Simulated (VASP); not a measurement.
Runs of VASP 6.6.1 on Si. The structure is that of space group I4_1/amd (No. 141), or close to it. The cells are those of the table. 

```csv
cell,gap on the mesh (eV),pressure (GPa)
"a = 3.230 Å, angles 97.2, 97.2, 138.5°, 2 atoms",none,93.9
"a = 2.780 Å, angles 97.1, 97.1, 139.0°, 2 atoms",none,(a)
"a = 3.510 Å, angles 97.4, 97.4, 138.0°, 2 atoms",none,18.1
"a = 2.921 Å, angles 97.1, 97.1, 138.8°, 2 atoms",none,304.9
```

Alike in all rows: task single point; level PBE; potentials or basis VASP PAW PBE potentials, release 64 (Si); no spin polarisation; k mesh 18 × 18 × 18; cutoff (eV) 520; smearing fermi-dirac 0.1 eV.

**Question.** Estimate the missing entries.

**Answer.** (a) 492.5.

Caveats: the cell stands under pressure.

A gap of «none» marks levels without a gap at the run's occupations.
